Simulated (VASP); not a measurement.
# BN (P6_3mc) in VASP: settings compared

Aim: see how the results for BN move with the level of theory and the settings. Levels: BLYP+D4, revPBE+D3(BJ), BLYP+D3(BJ), PBE. Tasks: relaxation of cell and atoms, single point.

All numbers are computed with VASP 6.6.1; they aren't measurements. Logs are shortened: lines on timing, memory, paths and dates and some standing lists are left out, and cuts for length are marked.

### 1 The cell of the first run

Symmetry: P6_3mc, No. 186, hexagonal system. The conventional cell has a = 2.554 Å, b = 2.554 Å, c = 4.227 Å, α = 90.00°, β = 90.00°, γ = 120.00°. Within 2.1 Å of N (site symmetry 3m) lie 4 B at 1.57 to 1.58 Å. B (site symmetry 3m) has 4 N at 1.57 to 1.58 Å within 2.1 Å.

### 2 Relaxation of cell and atoms, BLYP+D4

File INCAR:

```
  AGGAC = 1.0
  AGGAX = 1.0
  ALDAC = 0.0
  ALDAX = 1.0
  ALGO = Normal
  EDIFF = 1E-6
  EDIFFG = -0.01
  ENCUT = 600
  GGA = B5
  IBRION = 2
  ISIF = 3
  ISMEAR = -1
  IVDW = 13
  LASPH = T
  LCHARG = F
  LREAL = F
  LWAVE = F
  NELM = 100
  NSW = 60
  PREC = Accurate
  SIGMA = 0.05
  VDW_A1 = 0.44488865
  VDW_A2 = 4.0933009
  VDW_S6 = 1.0
  VDW_S8 = 2.34076671
```

File KPOINTS:

```
k-points
0
Gamma
  12 12 6
```

File POSCAR:

```
BN
1.0
    2.5539396017      0.0000000000      0.0000000000
   -1.2769698009      2.2117765748      0.0000000000
    0.0000000000      0.0000000000      4.2268550000
N B
2 2
Direct
    0.3333333333      0.6666666667      0.1252760000
    0.6666666667      0.3333333333      0.6252760000
    0.3333333333      0.6666666667      0.4997240000
    0.6666666667      0.3333333333      0.9997240000
```

Potentials or basis: VASP PAW PBE potentials, release 64 (N, B).

The run is started by

```sh
cat potpaw_PBE.64/N/POTCAR potpaw_PBE.64/B/POTCAR > POTCAR
mpirun -np 1 vasp_std > vasp.out
```

OUTCAR:

```text
EDIFF = 1E-6
   EDIFFG = -0.01
   ENCUT = 600
   GGA = B5
   IBRION = 2
   ISIF = 3
   ISMEAR = -1
   IVDW = 13
   LASPH = T
   LREAL = F
   NELM = 100
   NSW = 60
   PREC = Accurate

 ion  position               nearest neighbor table
   1  0.333  0.667  0.125-   4 1.57   4 1.57   4 1.57   3 1.58
   2  0.667  0.333  0.625-   3 1.57   3 1.57   3 1.57   4 1.58
   3  0.333  0.667  0.500-   2 1.57   2 1.57   2 1.57   1 1.58
   4  0.667  0.333  1.000-   1 1.57   1 1.57   1 1.57   2 1.58

  LATTYP: Found a hexagonal cell.
 ALAT       =     2.5539396017
 C/A-ratio  =     1.6550332659

  Lattice vectors:

 A1 = (   2.5539396017,   0.0000000000,   0.0000000000)
 A2 = (  -1.2769698009,   2.2117765748,   0.0000000000)
 A3 = (   0.0000000000,   0.0000000000,   4.2268550000)

Analysis of symmetry for initial positions (statically):
=====================================================================
 Subroutine PRICEL returns:
 Original cell was already a primitive cell.

 Routine SETGRP: Setting up the symmetry group for a
 hexagonal supercell.

 Subroutine GETGRP returns: Found 12 space group operations
 (whereof  6 operations were pure point group operations)
 out of a pool of 24 trial point group operations.

The static configuration has the point symmetry C_3v.
 The point group associated with its full space group is C_6v.

Analysis of symmetry for dynamics (positions and initial velocities):
=====================================================================
 Subroutine PRICEL returns:
 Original cell was already a primitive cell.

 Routine SETGRP: Setting up the symmetry group for a
 hexagonal supercell.

 Subroutine GETGRP returns: Found 12 space group operations
 (whereof  6 operations were pure point group operations)
 out of a pool of 24 trial point group operations.

The dynamic configuration has the point symmetry C_3v.
 The point group associated with its full space group is C_6v.

 Subroutine INISYM returns: Found 12 space group operations
 (whereof  6 operations are pure point group operations),
 and found     1 'primitive' translations

----------------------------------------------------------------------------------------

                                     Primitive cell

  volume of cell :      23.8764

  direct lattice vectors                    reciprocal lattice vectors
     2.553939602  0.000000000  0.000000000     0.391551938  0.226062617  0.000000000
    -1.276969801  2.211776575  0.000000000     0.000000000  0.452125233  0.000000000
     0.000000000  0.000000000  4.226855000     0.000000000  0.000000000  0.236582518

  length of vectors
     2.553939602  2.553939602  4.226855000     0.452125233  0.452125233  0.236582518

  position of ions in fractional coordinates (direct lattice)
     0.333333333  0.666666667  0.125276000
     0.666666667  0.333333333  0.625276000
     0.333333333  0.666666667  0.499724000
     0.666666667  0.333333333  0.999724000

  ion indices of the primitive-cell ions
   primitive index   ion index
                 1           1
                 2           2
                 3           3
                 4           4

----------------------------------------------------------------------------------------

 KPOINTS: k-points

Automatic generation of k-mesh.
 Grid dimensions read from file:
 generate k-points for:   12   12    6

 Generating k-lattice:

  Cartesian coordinates                     Fractional coordinates (reciprocal lattice)
     0.032629328  0.018838551  0.000000000     0.083333333  0.000000000  0.000000000
     0.000000000  0.037677103  0.000000000     0.000000000  0.083333333  0.000000000
     0.000000000  0.000000000  0.039430420     0.000000000  0.000000000  0.166666667

  Length of vectors
     0.037677103  0.037677103  0.039430420

  Shift w.r.t. Gamma in fractional coordinates (k-lattice)
     0.000000000  0.000000000  0.000000000

 Subroutine IBZKPT returns following result:
 ===========================================

 Found     76 irreducible k-points:

 Following reciprocal coordinates:
            Coordinates               Weight
  0.000000  0.000000  0.000000      1.000000
  0.083333  0.000000  0.000000      6.000000
  0.166667  0.000000  0.000000      6.000000
  0.250000  0.000000  0.000000      6.000000
  0.333333  0.000000  0.000000      6.000000
  0.416667  0.000000  0.000000      6.000000
[... 16 lines left out ...]
  0.250000  0.000000  0.166667     12.000000
  0.333333  0.000000  0.166667     12.000000
 [... further k-points ...]
   k-points           NKPTS =     76   k-points in BZ     NKDIM =     76   number of bands    NBANDS=     12
   number of dos      NEDOS =    301   number of ions     NIONS =      4
   total plane-waves  NPLWV =  14400
   dimension x,y,z NGX =    20 NGY =   20 NGZ =   36
   dimension x,y,z NGXF=    40 NGYF=   40 NGZF=   72
   ions per type =               2   2
   NGX,Y,Z   is equivalent  to a cutoff of  13.02, 13.02, 14.16 a.u.
   NGXF,Y,Z  is equivalent  to a cutoff of  26.04, 26.04, 28.32 a.u.
 SYSTEM =  unknown system
   PREC   = accura    normal or accurate (medium, high low for compatibility)
   ISTART =      0    job   : 0-new  1-cont  2-samecut
   ICHARG =      2    charge: 1-file 2-atom 10-const
   ISPIN  =      1    spin polarized calculation?
   LNONCOLLINEAR =      F non collinear calculations
   LSORBIT =      F    spin-orbit coupling
   LASPH  =      T    aspherical Exc in radial PAW
   ENCUT  =  600.0 eV  44.10 Ry    6.64 a.u.   5.10  5.10  8.44*2*pi/ulx,y,z
   NELM   =    100;   NELMIN=  2; NELMDL= -5     # of ELM steps
   EDIFF  = 0.1E-05   stopping-criterion for ELM
   LREAL  =      F    real-space projection
   EDIFFG = -.1E-01   stopping-criterion for IOM
   NSW    =     60    number of steps for IOM
   IBRION =      2    ionic relax: 0-MD 1-quasi-New 2-CG
   NFREE  =      1    steps in history (QN), initial steepest desc. (CG)
   ISIF   =      3    stress and relaxation
   ISYM   =      2    0-nonsym 1-usesym 2-fastsym
   POTIM  = 0.5000    time-step for ionic-motion
   TEBEG  =    0.0;   TEEND  =   0.0 temperature during run
   PSTRESS=    0.0 pullay stress
   NELECT =      16.0000    total number of electrons
   NUPDOWN=      -1.0000    fix difference up-down
   EMIN   =  10.00;   EMAX   =-10.00  energy-range for DOS
   EFERMI =   0.00;   METHOD = LEGACY
   ISMEAR =    -1;   SIGMA  =   0.05  broadening in eV -4-tet -1-fermi 0-gaus
   EFERMI_NEDOS =   21; number of points for ismear=-14 and -15
   IALGO  =     38    algorithm
   IMIX   =      4    mixing-type and parameters
     AMIX     =   0.40;   BMIX     =  1.00
     AMIX_MAG =   1.60;   BMIX_MAG =  1.00
  volume/ion in A,a.u.               =       5.97        40.28
  Fermi-wavevector in a.u.,A,eV,Ry     =   1.432600  2.707222 27.923836  2.052344
  Thomas-Fermi vector in A             =   2.552210
   LORBIT       =      0    0 simple, 1 ext, 2 COOP (PROOUT), +10 PAW based schemes
   GGA     = B5    functional components
   LHFCALC =     F    Hartree Fock is set to
   AEXX    =    0.0000 exact exchange contribution
   IVDW    =    13    specifies the selected vdW correction
   LEPSILON=     F    determine dielectric tensor
   LRPA    =     F    only Hartree local field effects (RPA)
 conjugate gradient relaxation of ions
 non-spin polarized calculation
  energy-cutoff  :      600.00
  volume of cell :       23.88
 maximum number of plane-waves:       807
   NGX = 11   NGY = 11   NGZ = 17

--------------------------------------- Ionic step        1  -------------------------------------------

 number of electron      16.0000003 magnetization

 Free energy of the ion-electron system (eV)
  ---------------------------------------------------
  ext. energy  EPLUGINS =         0.00000000
  ---------------------------------------------------
  free energy    TOTEN  =       -32.74378230 eV

  energy without entropy =      -32.74378230  energy(sigma->0) =      -32.74378230

------------------------ aborting loop because EDIFF is reached ----------------------------------------

  DFT-D4 for vdW energy calculation

  Edisp (eV):   -1.84188

  FORCE on cell =-STRESS in cart. coord.  units (eV):
  Direction    XX          YY          ZZ          XY          YZ          ZX
  --------------------------------------------------------------------------------------
  -------------------------------------------------------------------------------------
  Total      -0.70567    -0.70567    -0.80161     0.00000     0.00000    -0.00000
  in kB     -47.35261   -47.35261   -53.79049     0.00000     0.00000    -0.00000
  external pressure =      -49.50 kB  Pullay stress =        0.00 kB
[... 191 lines left out ...]
  energy  without entropy=      -34.5906379596  energy(sigma->0) =      -34.59063796

--------------------------------------- Ionic step        6  -------------------------------------------

 number of electron      16.0000003 magnetization

 Free energy of the ion-electron system (eV)
  ---------------------------------------------------
  ext. energy  EPLUGINS =         0.00000000
  ---------------------------------------------------
  free energy    TOTEN  =       -32.72578893 eV

  energy without entropy =      -32.72578893  energy(sigma->0) =      -32.72578893

 E-fermi :   8.8252     XC(G=0): -12.1345

 val. band max:        7.9130651143   @ k =   0.0000   0.0000   0.0000
 cond. band min:      13.5056466508   @ k =   0.3333   0.3333   0.0000
 fundamental gap:      5.5925815365
 Fermi energy:         8.8252230142

 k-point     1 :       0.0000    0.0000    0.0000
  band No.  band energies     occupation
      1     -12.3033      2.00000
      2      -8.2074      2.00000
      3      -2.7973      2.00000
      4       5.8164      2.00000
      5       5.8164      2.00000
      6       7.6591      2.00000
      7       7.9131      2.00000
      8       7.9131      2.00000
      9      16.4361      0.00000
     10      16.4361      0.00000
     11      16.6882      0.00000
     12      17.7565      0.00000
[... 331 lines left out ...]
 k-point    24 :       0.3333    0.0000    0.1667
  band No.  band energies     occupation
      1      -9.8821      2.00000
      2      -7.1707      2.00000
      3      -0.7366      2.00000
      4       0.6909      2.00000
      5       2.0511      2.00000
      6       3.6834      2.00000
      7       5.4769      2.00000
      8       6.0318      2.00000
      9      15.1107      0.00000
     10      16.5694      0.00000
     11      19.0008      0.00000
     12      19.1518      0.00000

 [... further k-points ...]

------------------------ aborting loop because EDIFF is reached ----------------------------------------

  DFT-D4 for vdW energy calculation

  Edisp (eV):   -1.86486

  FORCE on cell =-STRESS in cart. coord.  units (eV):
  Direction    XX          YY          ZZ          XY          YZ          ZX
  --------------------------------------------------------------------------------------
  -------------------------------------------------------------------------------------
  Total       0.01262     0.01262     0.01607    -0.00000     0.00000     0.00000
  in kB       0.85822     0.85822     1.09315    -0.00000     0.00000     0.00000
  external pressure =        0.94 kB  Pullay stress =        0.00 kB
[... 19 lines left out ...]
  FREE ENERGIE OF THE ION-ELECTRON SYSTEM (eV)
  ---------------------------------------------------
  free  energy   TOTEN  =       -34.5906447482 eV

  energy  without entropy=      -34.5906447481  energy(sigma->0) =      -34.59064475

 reached required accuracy - stopping structural energy minimisation
```

Wall time 3.9 min (1 thread of AMD EPYC 7R13, shared host); peak memory 0.12 GiB.

Results:

```
Free energy                            : -34.5906 eV
Relaxed volume                         : 5.89 Å³/atom
Relaxed cell                           : a = 2.543 Å, b = 2.543 Å, c = 4.206 Å, α = 90.00°, β = 90.00°, γ = 120.00°
Space group after relaxing (to 0.05 Å) : P6_3mc (No. 186)
Energy gained by relaxing              : 1.2 meV/atom
Ionic steps                            : 6
Pressure after relaxing                : 0.1 GPa
Band gap on the k mesh                 : 5.59 eV, indirect (least direct gap 8.48 eV)
Dispersion energy per atom             : -0.466 eV
```

Step by step:
```
step  energy change (eV)  largest force (eV/Å)  pressure (GPa)  volume (Å³)
   1              0.0000                0.0336           -4.95        23.88
   2              0.0004                0.0623            5.33        23.24
   3             -0.0050                0.0125           -0.04        23.56
   4             -0.0050                0.0135            0.07        23.56
   5             -0.0050                0.0125            0.12        23.55
   6             -0.0050                0.0009            0.09        23.56
```

Final structure:
```
CELL_PARAMETERS angstrom
2.54296 0.00000 0.00000
-1.27148 2.20227 0.00000
0.00000 0.00000 4.20610
ATOMIC_POSITIONS crystal
N 0.33333 0.66667 0.12515
N 0.66667 0.33333 0.62515
B 0.33333 0.66667 0.49985
B 0.66667 0.33333 0.99985
```

Caveat: the PAW data sets were made with another functional, which shifts forces and pressure a little. A k mesh can miss the band edges.

### 3 Relaxation of cell and atoms, revPBE+D3(BJ)

File INCAR:

```
  PREC = Accurate
  ENCUT = 600
  EDIFF = 1E-6
  ISMEAR = -1
  SIGMA = 0.05
  LREAL = F
  LASPH = T
  NELM = 100
  ALGO = Normal
  ISIF = 3
  LWAVE = F
  LCHARG = F
  GGA = RE
  IVDW = 12
  IBRION = 2
  NSW = 60
  EDIFFG = -0.01
```

File KPOINTS:

```
Automatic mesh
0
Gamma
  12 12 6
```

POSCAR is that of step 2.

Potentials or basis: VASP PAW PBE potentials, release 64 (N, B).

The run is started by

```sh
cat potpaw_PBE.64/N/POTCAR potpaw_PBE.64/B/POTCAR > POTCAR
mpirun -np 1 vasp_std > vasp.out
```

Wall time 2.5 min (1 thread of AMD EPYC 7R13, shared host); peak memory 0.14 GiB.

Results (log left out):

```
Free energy                            : -35.1950 eV
Relaxed volume                         : 5.86 Å³/atom
Relaxed cell                           : a = 2.538 Å, b = 2.538 Å, c = 4.198 Å, α = 90.00°, β = 90.00°, γ = 120.00°
Space group after relaxing (to 0.05 Å) : P6_3mc (No. 186)
Energy gained by relaxing              : 2.6 meV/atom
Ionic steps                            : 6
Pressure after relaxing                : 0.0 GPa
Band gap on the k mesh                 : 5.22 eV, indirect (least direct gap 8.37 eV)
Dispersion energy per atom             : -0.434 eV
```

The path:
```tsv
step	energy change (eV)	largest force (eV/Å)	pressure (GPa)	volume (Å³)
1	0.0000	0.0135	-7.10	23.88
2	0.0004	0.0436	7.71	22.97
3	-0.0103	0.0146	-0.02	23.42
4	-0.0103	0.0151	0.13	23.41
5	-0.0103	0.0172	-0.11	23.43
6	-0.0103	0.0003	0.01	23.42
```

Final structure:
```cif
data_structure
_symmetry_space_group_name_H-M 'P 1'
_symmetry_Int_Tables_number 1
_cell_length_a 2.5383
_cell_length_b 2.5383
_cell_length_c 4.1975
_cell_angle_alpha 90.000
_cell_angle_beta 90.000
_cell_angle_gamma 120.000
_cell_volume 23.42
loop_
_atom_site_label
_atom_site_type_symbol
_atom_site_fract_x
_atom_site_fract_y
_atom_site_fract_z
_atom_site_occupancy
N1 N 0.33333 0.66667 0.12527 1
N2 N 0.66667 0.33333 0.62527 1
B1 B 0.33333 0.66667 0.49973 1
B2 B 0.66667 0.33333 0.99973 1
```

Levels at points of the mesh, in eV from the valence-band top:
| k point | band 5 | band 6 | band 7 | band 8 | band 9 | band 10 | band 11 | band 12 |
| --- | --- | --- | --- | --- | --- | --- | --- | --- |
| (0.00, 0.00, 0.00) | -2.15 | -0.28 | 0.00 | 0.00 | 8.45 | 8.45 | 8.71 | 9.62 |
| (0.50, 0.00, 0.00) | -6.98 | -5.03 | -4.46 | -2.13 | 6.76 | 8.03 | 10.68 | 11.60 |
| (0.00, 0.00, 0.50) | -1.19 | -1.19 | -1.19 | -1.19 | 9.60 | 9.60 | 10.02 | 10.02 |
| (0.50, 0.00, 0.50) | -3.80 | -3.80 | -3.61 | -3.61 | 6.65 | 6.65 | 10.12 | 10.12 |

Caveat: the PAW data sets were made with another functional, which shifts forces and pressure a little. A k mesh can miss the band edges.

### 4 Single point, BLYP+D3(BJ)

This run uses another cell than the first one, of 5.90 Å³/atom, 0.989 times its volume.

File INCAR:

```
SYSTEM = BN
  PREC = Accurate
  ENCUT = 520
  EDIFF = 1E-7
  ISMEAR = -1
  SIGMA = 0.05
  LREAL = .False.
  LASPH = .True.
  NELM = 60
  ALGO = Normal
  ISIF = 2
  LWAVE = .False.
  LCHARG = .False.
  GGA = B5
  ALDAX = 1.0
  AGGAX = 1.0
  AGGAC = 1.0
  ALDAC = 0.0
  IVDW = 12
  VDW_S6 = 1.0
  VDW_S8 = 2.6996
  VDW_A1 = 0.4298
  VDW_A2 = 4.2359
  NBANDS = 16
```

File KPOINTS:

```
Automatic mesh
0
Gamma
  12 12 6
  0 0 0
```

File POSCAR:

```
BN
1.0
    2.5450955861      0.0000000000      0.0000000000
   -1.2725477931      2.2041174326      0.0000000000
    0.0000000000      0.0000000000      4.2097830431
N B
2 2
Direct
    0.3333333333      0.6666666667      0.1251630776
    0.6666666667      0.3333333333      0.6251630776
    0.3333333333      0.6666666667      0.4998369224
    0.6666666667      0.3333333333      0.9998369224
```

The run is started by

```sh
cat potpaw_PBE.64/N/POTCAR potpaw_PBE.64/B/POTCAR > POTCAR
mpirun -np 1 vasp_std > vasp.out
```

Run time: 17 s. Hardware: 1 thread of Intel Xeon 6975P-C (Granite Rapids), shared host; peak memory 0.16 GiB.

The run converged. Its results:

```yaml
Free_energy: -34.3493 eV
Pressure: 0.0 GPa
Band_gap_on_the_k_mesh: 5.59 eV, indirect (least direct gap 8.47 eV)
Dispersion_energy_per_atom: -0.407 eV
```

Levels at points of the mesh, in eV from the valence-band top:
| k point | band 5 | band 6 | band 7 | band 8 | band 9 | band 10 | band 11 | band 12 |
| --- | --- | --- | --- | --- | --- | --- | --- | --- |
| (0.00, 0.00, 0.00) | -2.09 | -0.26 | 0.00 | 0.00 | 8.51 | 8.51 | 8.76 | 9.81 |
| (0.50, 0.00, 0.00) | -6.77 | -4.90 | -4.27 | -2.09 | 7.07 | 8.27 | 10.79 | 11.75 |
| (0.00, 0.00, 0.50) | -1.16 | -1.16 | -1.16 | -1.16 | 9.72 | 9.72 | 10.07 | 10.07 |
| (0.50, 0.00, 0.50) | -3.70 | -3.70 | -3.51 | -3.51 | 6.95 | 6.95 | 10.30 | 10.30 |

Caveat: the PAW data sets were made with another functional, which shifts forces and pressure a little. A k mesh can miss the band edges.

[end of part 1 of 2]
